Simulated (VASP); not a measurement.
Runs of VASP 6.6.1 on AlN. The structure is that of space group P6_3mc (No. 186), or close to it. The cells are those of the table. 

| task | cell | gap on the mesh (eV) | pressure (GPa) | largest force (eV/Å) |
| --- | --- | --- | --- | --- |
| single point | a = 3.089, b = 3.089, c = 5.076 Å, angles 90.0, 90.0, 120.0°, 4 atoms | 4.30 | -4.5 | - |
| relaxation of the atoms | atoms relaxed from a = 3.089, b = 3.089, c = 4.878 Å, angles 90.0, 90.0, 120.0°, 4 atoms | 4.46 | 3.4 | - |
| single point | a = 3.089, b = 3.089, c = 4.812 Å, angles 90.0, 90.0, 120.0°, 4 atoms | 4.49 | (b) | - |
| relaxation of the atoms | atoms relaxed from a = 3.089, b = 3.089, c = 5.141 Å, angles 90.0, 90.0, 120.0°, 4 atoms | 4.12 | -6.8 | - |
| relaxation of the atoms | atoms relaxed from a = 3.089, b = 3.089, c = 4.812 Å, angles 90.0, 90.0, 120.0°, 4 atoms | 4.49 | 6.3 | - |
| relaxation of the atoms | atoms relaxed from a = 3.089, b = 3.089, c = 4.746 Å, angles 90.0, 90.0, 120.0°, 4 atoms | 4.51 | 9.2 | - |
| relaxation of the atoms | atoms relaxed from a = 3.089, b = 3.089, c = 5.009 Å, angles 90.0, 90.0, 120.0°, 4 atoms | 4.37 | -2.0 | - |
| single point | a = 3.089, b = 3.089, c = 5.141 Å, angles 90.0, 90.0, 120.0°, 4 atoms | 4.13 | -6.8 | 0.01 |
| single point | a = 3.089, b = 3.089, c = 5.009 Å, angles 90.0, 90.0, 120.0°, 4 atoms | 4.37 | -2.0 | - |
| single point | a = 3.089, b = 3.089, c = 4.746 Å, angles 90.0, 90.0, 120.0°, 4 atoms | (a) | 9.2 | 0.01 |
| relaxation of the atoms | atoms relaxed from a = 3.089, b = 3.089, c = 5.076 Å, angles 90.0, 90.0, 120.0°, 4 atoms | 4.30 | -4.5 | - |
| single point | a = 3.089, b = 3.089, c = 4.878 Å, angles 90.0, 90.0, 120.0°, 4 atoms | 4.46 | 3.4 | 0.01 |

Alike in all rows: level LDA; potentials or basis VASP PAW LDA potentials, release 64 (Al, N); no spin polarisation; k mesh 9 × 9 × 6; cutoff (eV) 520; smearing gaussian 0.05 eV.

Task: Fill in the values left out.

Result: (a) 4.52; (b) 6.2.

A k mesh can miss the band edges.
